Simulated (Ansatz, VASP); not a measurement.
Mo: VASP beside Ansatz

```
CELL_PARAMETERS angstrom
2.74933 0.00000 0.00000
-1.37466 2.38099 0.00000
0.00000 0.00000 9.73361
ATOMIC_POSITIONS crystal
Mo 0.00000 0.00000 0.00000
Mo 0.00000 0.00000 0.50000
Mo 0.33333 0.66667 0.75000
Mo 0.66667 0.33333 0.25000
```

Alike in both runs: functional r2SCAN; k mesh 21 × 21 × 6; occupations gaussian, width 0.1 eV; no spin polarisation.

Ansatz relaxed the structure, and its values are those at the end. VASP's run is a single point on that final structure, the one shown.

|  | VASP | Ansatz |
| --- | --- | --- |
| version | VASP 6.6.1 | Ansatz 0.2.0 |
| potentials or method | VASP PAW PBE potentials, release 64 (Mo_sv), cutoff 520 eV | scalar-relativistic, plane waves, PAW |
| valence electrons in the cell | 56 | 56 |

VASP gave:

* gap on the k mesh at the Fermi level (eV): none
* pressure (GPa): 1.0

Task: Estimate Ansatz's values.

Result: gap on the k mesh at the Fermi level (eV): none; pressure (GPa): 0.0.

VASP's potentials were made for PBE, not for r2SCAN. A gap of «none» marks a metal or a gap that the smearing closes. The functional is the same, so the differences come from potentials, cutoffs and numerics.
